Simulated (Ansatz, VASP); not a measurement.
## MgO: VASP beside Ansatz

```
Mg O
1.0
     0.00000    1.69273    1.69273
     1.69273    0.00000    1.69273
     1.69273    1.69273    0.00000
Mg O
1 1
Direct
  0.00000 0.00000 0.00000
  0.50000 0.50000 0.50000
```

Alike in both runs: task single point; functional PBE; k mesh 10 × 10 × 10; no spin polarisation.

```csv
,VASP,Ansatz
version,VASP 6.6.1,Ansatz 0.2.0
potentials or method,"VASP PAW PBE potentials, release 64 (Mg, O)","scalar-relativistic, plane waves, norm-conserving pseudopotentials"
plane-wave cutoff (eV),600,1240
occupations,"gaussian, width 0.01 eV",fixed
valence electrons in the cell,8,16
```

Ansatz gave:

| Item | Value |
| --- | --- |
| gap on the k mesh at the Fermi level (eV) | 8.85 |
| least direct gap on the mesh (eV) | 11.25 |

Question: Estimate VASP's values.

Answer: gap on the k mesh at the Fermi level (eV): 8.75; least direct gap on the mesh (eV): 11.17.

VASP's potentials hold 8 valence electrons a cell and Ansatz's 16, so a difference there can come from the potentials and not from the codes.
